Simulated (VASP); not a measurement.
Wanted: the native input for a VASP 6.6.1 run.

```yaml
Task: electric field gradients
Functional: PBEsol
Potentials_or_basis: VASP PAW PBE potentials, release 64 (In_d, Se)
Cutoff: 520 eV
k_mesh: 7 × 7 × 7
Occupations: fermi-dirac, width 0.01 eV
Spin: no spin polarisation
Dipole_correction: no
Further_INCAR_settings: ALGO = Normal; EDIFF = 1e-08; NBANDS = 27
```

The structure of InSe lies in POSCAR:

```
InSe
1.0
    1.9729693145      1.1390943648      8.2042687889
   -1.9729693145      1.1390943648      8.2042687889
    0.0000000000     -2.2781887297      8.2042687889
In Se
2 2
Direct
    0.0000000000      0.0000000000      0.0000000000
    0.1122000000      0.1122000000      0.1122000000
    0.6155000000      0.6155000000      0.6155000000
    0.8300000000      0.8300000000      0.8300000000
```

The input as run:

INCAR

```
SYSTEM = InSe
PREC = Accurate
ENCUT = 520
EDIFF = 1E-8
ISMEAR = -1
SIGMA = 0.01
LREAL = .False.
LASPH = .True.
NELM = 60
ALGO = Normal
ISIF = 2
LWAVE = .False.
LCHARG = .False.
GGA = PS
LEFG = .True.
NBANDS = 27
```

KPOINTS

```
regular mesh
0
Gamma
  7 7 7
  0 0 0
```

Potentials or basis: VASP PAW PBE potentials, release 64 (In_d, Se).

Run with:

```console
$ cat potpaw_PBE.64/In_d/POTCAR potpaw_PBE.64/Se/POTCAR > POTCAR
$ mpirun -np 1 vasp_std > vasp.out
```

Results of the run:

The pressure is 2.7 GPa, the largest force is 0.350 eV/Å and the band gap on the k mesh is 0.76 eV (least direct gap 0.77 eV). The largest electric field gradient by atom is In -108.3, -108.5; Se -58.0, -62.5 V/Å².

Caveat: without QUAD_EFG the Cq values of the log hold for a quadrupole moment of 1 mb, not for the nuclei; the PAW data sets were made with another functional, which shifts forces and pressure a little; spin-orbit coupling is left out, which moves the levels of the heavy elements; an odd mesh through Γ misses points on the zone boundary, where band edges can lie.

It took 6.3 min on 1 thread of Intel(R) Xeon(R) 6975P-C (Granite Rapids), on a shared host, peak memory 0.58 GiB.
